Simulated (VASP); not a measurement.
# Ge (Fd-3m) in VASP: a series of runs

Runs on Ge. Level: PBE. Tasks: single point.

Everything below comes from runs of VASP 6.6.1. Logs are shortened: lines on timing, memory, paths and dates and some standing lists are left out, and cuts for length are marked.

### Step 1. The cell of the first run

Symmetry: Fd-3m, No. 227, cubic system. The conventional cell has a = 5.658 Å, b = 5.658 Å, c = 5.658 Å, α = 90.00°, β = 90.00°, γ = 90.00°. Within 3.2 Å of Ge (site symmetry -43m) lie 4 Ge at 2.45 Å.

### Step 2. Single point, PBE, non-collinear spin, typed start

File INCAR:

```
ALGO = Normal
EDIFF = 1E-7
ENCUT = 520
GGA = PE
ISIF = 2
ISMEAR = 1
LASPH = True
LCHARG = False
LNONCOLLINEAR = True
LORBIT = 11
LREAL = False
LWAVE = False
MAGMOM = 0.5 0 0 -0.5 0 0
NBANDS = 40
NELM = 150
PREC = Accurate
SIGMA = 0.15
```

File KPOINTS:

```
k-points
0
Gamma
  6 6 6
```

File POSCAR:

```
Ge
1.0
    0.0000000000      2.8289100000      2.8289100000
    2.8289100000      0.0000000000      2.8289100000
    2.8289100000      2.8289100000      0.0000000000
Ge
2
Direct
    0.7500000000      0.7500000000      0.7500000000
    0.5000000000      0.5000000000      0.5000000000
```

Potentials or basis: VASP PAW PBE potentials, release 64 (Ge_d).

Run with:

```bash
$ cat potpaw_PBE.64/Ge_d/POTCAR > POTCAR
$ mpirun -np 1 vasp_ncl > vasp.out
```

OUTCAR:

```text
EDIFF = 1E-7
   ENCUT = 520
   GGA = PE
   ISIF = 2
   ISMEAR = 1
   LASPH = True
   LNONCOLLINEAR = True
   LORBIT = 11
   LREAL = False
   NELM = 150
   PREC = Accurate

 ion  position               nearest neighbor table
   1  0.750  0.750  0.750-   2 2.45   2 2.45   2 2.45   2 2.45
   2  0.500  0.500  0.500-   1 2.45   1 2.45   1 2.45   1 2.45

  LATTYP: Found a face centered cubic cell.
 ALAT       =     5.6578200000

  Lattice vectors:

 A1 = (   0.0000000000,   2.8289100000,   2.8289100000)
 A2 = (   2.8289100000,   0.0000000000,   2.8289100000)
 A3 = (   2.8289100000,   2.8289100000,   0.0000000000)

Analysis of symmetry for initial positions (statically):
=====================================================================
 Subroutine PRICEL returns:
 Original cell was already a primitive cell.

 Routine SETGRP: Setting up the symmetry group for a
 face centered cubic supercell.

 Subroutine GETGRP returns: Found 48 space group operations
 (whereof 24 operations were pure point group operations)
 out of a pool of 48 trial point group operations.

The static configuration has the point symmetry T_d .
 The point group associated with its full space group is O_h .

Analysis of symmetry for dynamics (positions and initial velocities):
=====================================================================
 Subroutine PRICEL returns:
 Original cell was already a primitive cell.

 Routine SETGRP: Setting up the symmetry group for a
 face centered cubic supercell.

 Subroutine GETGRP returns: Found 48 space group operations
 (whereof 24 operations were pure point group operations)
 out of a pool of 48 trial point group operations.

The dynamic configuration has the point symmetry T_d .
 The point group associated with its full space group is O_h .

Analysis of structural, dynamic, and magnetic symmetry:
=====================================================================
 Subroutine PRICEL returns:
 Original cell was already a primitive cell.

 Routine SETGRP: Setting up the symmetry group for a
 face centered cubic supercell.

 Subroutine GETGRP returns: Found  8 space group operations
 (whereof  4 operations were pure point group operations)
 out of a pool of 48 trial point group operations.

The overall configuration has the point symmetry S_4 .
 The point group associated with its full space group is D_2d.

 Subroutine INISYM returns: Found  8 space group operations
 (whereof  4 operations are pure point group operations),
 and found     1 'primitive' translations

----------------------------------------------------------------------------------------

                                     Primitive cell

  volume of cell :      45.2780

  direct lattice vectors                    reciprocal lattice vectors
     0.000000000  2.828910000  2.828910000    -0.176746521  0.176746521  0.176746521
     2.828910000  0.000000000  2.828910000     0.176746521 -0.176746521  0.176746521
     2.828910000  2.828910000  0.000000000     0.176746521  0.176746521 -0.176746521

  length of vectors
     4.000682889  4.000682889  4.000682889     0.306133954  0.306133954  0.306133954

  position of ions in fractional coordinates (direct lattice)
     0.750000000  0.750000000  0.750000000
     0.500000000  0.500000000  0.500000000

  ion indices of the primitive-cell ions
   primitive index   ion index
                 1           1
                 2           2

----------------------------------------------------------------------------------------

 KPOINTS: k-points

Automatic generation of k-mesh.
 Grid dimensions read from file:
 generate k-points for:    6    6    6

 Generating k-lattice:

  Cartesian coordinates                     Fractional coordinates (reciprocal lattice)
    -0.029457753  0.029457753  0.029457753     0.166666667  0.000000000  0.000000000
     0.029457753 -0.029457753  0.029457753     0.000000000  0.166666667  0.000000000
     0.029457753  0.029457753 -0.029457753     0.000000000  0.000000000  0.166666667

  Length of vectors
     0.051022326  0.051022326  0.051022326

  Shift w.r.t. Gamma in fractional coordinates (k-lattice)
     0.000000000  0.000000000  0.000000000

 Subroutine IBZKPT returns following result:
 ===========================================

 Found     41 irreducible k-points:

 Following reciprocal coordinates:
            Coordinates               Weight
  0.000000  0.000000  0.000000      1.000000
  0.166667  0.000000  0.000000      8.000000
  0.333333  0.000000  0.000000      8.000000
  0.500000  0.000000  0.000000      4.000000
  0.166667  0.166667  0.000000      4.000000
  0.000000  0.166667  0.166667      2.000000
[... 16 lines left out ...]
  0.000000  0.500000  0.333333      8.000000
 -0.333333  0.333333  0.000000      4.000000
 [... further k-points ...]
   k-points           NKPTS =     41   k-points in BZ     NKDIM =     41   number of bands    NBANDS=     40
   number of dos      NEDOS =    301   number of ions     NIONS =      2
   total plane-waves  NPLWV =  27000
   dimension x,y,z NGX =    30 NGY =   30 NGZ =   30
   dimension x,y,z NGXF=    60 NGYF=   60 NGZF=   60
   ions per type =               2
   NGX,Y,Z   is equivalent  to a cutoff of  12.47, 12.47, 12.47 a.u.
   NGXF,Y,Z  is equivalent  to a cutoff of  24.93, 24.93, 24.93 a.u.
 SYSTEM =  unknown system
   PREC   = accura    normal or accurate (medium, high low for compatibility)
   ISTART =      0    job   : 0-new  1-cont  2-samecut
   ICHARG =      2    charge: 1-file 2-atom 10-const
   ISPIN  =      1    spin polarized calculation?
   LNONCOLLINEAR =      T non collinear calculations
   LSORBIT =      F    spin-orbit coupling
   LASPH  =      T    aspherical Exc in radial PAW
   ENCUT  =  520.0 eV  38.22 Ry    6.18 a.u.   7.44  7.44  7.44*2*pi/ulx,y,z
   NELM   =    150;   NELMIN=  2; NELMDL= -5     # of ELM steps
   EDIFF  = 0.1E-06   stopping-criterion for ELM
   LREAL  =      F    real-space projection
   EDIFFG = 0.1E-05   stopping-criterion for IOM
   NSW    =      0    number of steps for IOM
   IBRION =     -1    ionic relax: 0-MD 1-quasi-New 2-CG
   NFREE  =      0    steps in history (QN), initial steepest desc. (CG)
   ISIF   =      2    stress and relaxation
   ISYM   =      2    0-nonsym 1-usesym 2-fastsym
   POTIM  = 0.5000    time-step for ionic-motion
   TEBEG  =    0.0;   TEEND  =   0.0 temperature during run
   PSTRESS=    0.0 pullay stress
   NELECT =      28.0000    total number of electrons
   NUPDOWN=      -1.0000    fix difference up-down
   EMIN   =  10.00;   EMAX   =-10.00  energy-range for DOS
   EFERMI =   0.00;   METHOD = LEGACY
   ISMEAR =     1;   SIGMA  =   0.15  broadening in eV -4-tet -1-fermi 0-gaus
   EFERMI_NEDOS =   21; number of points for ismear=-14 and -15
   IALGO  =     38    algorithm
   IMIX   =      4    mixing-type and parameters
     AMIX     =   0.40;   BMIX     =  1.00
     AMIX_MAG =   1.60;   BMIX_MAG =  1.00
  volume/ion in A,a.u.               =      22.64       152.78
  Fermi-wavevector in a.u.,A,eV,Ry     =   1.394756  2.635708 26.468033  1.945346
  Thomas-Fermi vector in A             =   2.518275
   LORBIT       =     11    0 simple, 1 ext, 2 COOP (PROOUT), +10 PAW based schemes
   GGA     = PE    functional components
   LHFCALC =     F    Hartree Fock is set to
   AEXX    =    0.0000 exact exchange contribution
   IVDW    =     0    specifies the selected vdW correction
   LEPSILON=     F    determine dielectric tensor
   LRPA    =     F    only Hartree local field effects (RPA)
 Methfessel and Paxton  Order N= 1 SIGMA  =   0.15
  energy-cutoff  :      520.00
  volume of cell :       45.28
 maximum number of plane-waves:      2486
 NGX is ok and might be reduce to    30
   NGX = 15   NGY = 15   NGZ = 15

 number of electron      28.0000022 magnetization       0.0000000      0.0000000      0.0000000

 number of electron      28.0000022 magnetization      -0.0000000      0.0000000      0.0000000

 number of electron      28.0000022 magnetization      -0.0000000     -0.0000000     -0.0000000

 number of electron      28.0000022 magnetization      -0.0000000      0.0000000     -0.0000000

 Free energy of the ion-electron system (eV)
  ---------------------------------------------------
  ext. energy  EPLUGINS =         0.00000000
  ---------------------------------------------------
  free energy    TOTEN  =        -8.96488467 eV

  energy without entropy =       -8.96456567  energy(sigma->0) =       -8.96477834

 E-fermi :   5.0596     XC(G=0):  -9.9171

 val. band max:        5.0378993332   @ k =   0.0000   0.0000   0.0000
 cond. band min:       5.1860329063   @ k =   0.5000   0.0000   0.0000
 fundamental gap:      0.1481335731
 Fermi energy:         5.0596219603

 k-point     1 :       0.0000    0.0000    0.0000
  band No.  band energies     occupation
      1     -19.8099      1.00000
      2     -19.8099      1.00000
      3     -19.8099      1.00000
      4     -19.8099      1.00000
      5     -19.8099      1.00000
      6     -19.8099      1.00000
[... 32 lines left out ...]
     39      14.4795      0.00000
[... 988 lines left out ...]
     39      13.9322      0.00000
     40      13.9322      0.00000

 [... further k-points ...]
[... 5 lines left out ...]
  --------------------------------------------------------------------------------------
  -------------------------------------------------------------------------------------
  Total        1.0079723      1.0079752      1.0079752      0.0000000      0.0000000      0.0000000
  in kB       35.6674279     35.6675318     35.6675318      0.0000000      0.0000000      0.0000000
  external PRESSURE =      35.6674972 kB  Pullay stress =       0.0000000 kB

 VOLUME and BASIS-vectors are now :
 -----------------------------------------------------------------------------
  energy-cutoff  :      520.00
  volume of cell :       45.28
      direct lattice vectors                 reciprocal lattice vectors
     0.000000000  2.828910000  2.828910000    -0.176746521  0.176746521  0.176746521
     2.828910000  0.000000000  2.828910000     0.176746521 -0.176746521  0.176746521
     2.828910000  2.828910000  0.000000000     0.176746521  0.176746521 -0.176746521

 POSITION                                       TOTAL-FORCE (eV/Angst)
 -----------------------------------------------------------------------------------
      4.24336      4.24336      4.24336        -0.000000     -0.000000      0.000000
      2.82891      2.82891      2.82891         0.000000      0.000000     -0.000000
 -----------------------------------------------------------------------------------
    total drift:                                0.000000     -0.000000      0.000000

  FREE ENERGIE OF THE ION-ELECTRON SYSTEM (eV)
  ---------------------------------------------------
  free  energy   TOTEN  =        -8.9648846716 eV

  energy  without entropy=       -8.9645656747  energy(sigma->0) =       -8.96477834

 total charge

# of ion       s       p       d       tot
------------------------------------------
    1        1.125   1.271  10.024  12.420
    2        1.125   1.271  10.024  12.420
--------------------------------------------------
tot          2.250   2.543  20.047  24.840

 magnetization (x)

# of ion       s       p       d       tot
------------------------------------------
    1       -0.000  -0.000   0.000  -0.000
    2        0.000   0.000  -0.000   0.000
--------------------------------------------------
tot         -0.000   0.000  -0.000  -0.000

 magnetization (y)

# of ion       s       p       d       tot
------------------------------------------
    1        0.000   0.000   0.000   0.000
    2        0.000   0.000   0.000   0.000
--------------------------------------------------
tot          0.000   0.000   0.000   0.000

 magnetization (z)

# of ion       s       p       d       tot
------------------------------------------
    1        0.000   0.000   0.000   0.000
    2        0.000   0.000   0.000   0.000
--------------------------------------------------
tot          0.000   0.000   0.000   0.000
```

It took 3.8 min on 1 thread of AMD EPYC 7R13, shared host; peak memory 0.29 GiB.

What came out:

```
Free energy                                           : -8.9649 eV
Pressure                                              : 3.6 GPa
Band gap on the k mesh                                : 0.04 eV
Net moment                                            : 0.00 μB per cell
Valence electrons inside the program's atomic spheres : Ge 12.42
```

Moments on the atoms (μB; x, y, z):
```
Ge  0.00 0.00 0.00
Ge  0.00 0.00 0.00
```

Caveat: the cell stands under pressure; the smearing spreads over this small gap; semilocal functionals underestimate gaps, and a narrow one can read as zero. A k mesh can miss the band edges.

### Step 3. Single point, PBE

This run uses another cell than the first one, of 18.27 Å³/atom.

File INCAR:

```
ALGO = Normal
EDIFF = 1E-6
ENCUT = 520
GGA = PE
ISIF = 2
ISMEAR = -1
LASPH = T
LCHARG = T
LELF = T
LREAL = F
LVHAR = T
LWAVE = F
NBANDS = 21
NELM = 80
PREC = Accurate
SIGMA = 0.05
```

File KPOINTS:

```
k-points
0
Gamma
  8 8 8
```

File POSCAR:

```
Ge
1.0
    0.0000000000      2.6339010341      2.6339010341
    2.6339010341      0.0000000000      2.6339010341
    2.6339010341      2.6339010341      0.0000000000
Ge
2
Direct
    0.7500000000      0.7500000000      0.7500000000
    0.5000000000      0.5000000000      0.5000000000
```

Potentials or basis: VASP PAW PBE potentials, release 64 (Ge_d).

Run with:

```bash
$ cat potpaw_PBE.64/Ge_d/POTCAR > POTCAR
$ mpirun -np 1 vasp_std > vasp.out
```

Run time: 25 s. Hardware: 1 thread of Intel Xeon 8259CL, shared host; peak memory 0.16 GiB.

Results (log left out):

```
Free energy            : -8.2137 eV
Pressure               : 29.6 GPa
Band gap on the k mesh : 0.22 eV (least direct gap 2.14 eV)
```

Levels at points of the mesh, in eV from the valence-band top:
```
           k point  band 11  band 12  band 13  band 14  band 15  band 16  band 17  band 18
(0.00, 0.00, 0.00)   -14.62     0.00     0.00     0.00     2.14     2.60     2.60     2.60
(0.50, 0.00, 0.00)   -11.94    -8.83    -1.78    -1.78     0.92     3.78     3.78     7.11
(0.50, 0.50, 0.00)    -9.85    -9.85    -3.93    -3.93     0.38     0.38    11.39    11.39
```

Caveat: the cell stands under pressure; semilocal functionals underestimate gaps, and a narrow one can read as zero.

The gap in the log of VASP goes by the Fermi energy; the results here count the filled bands.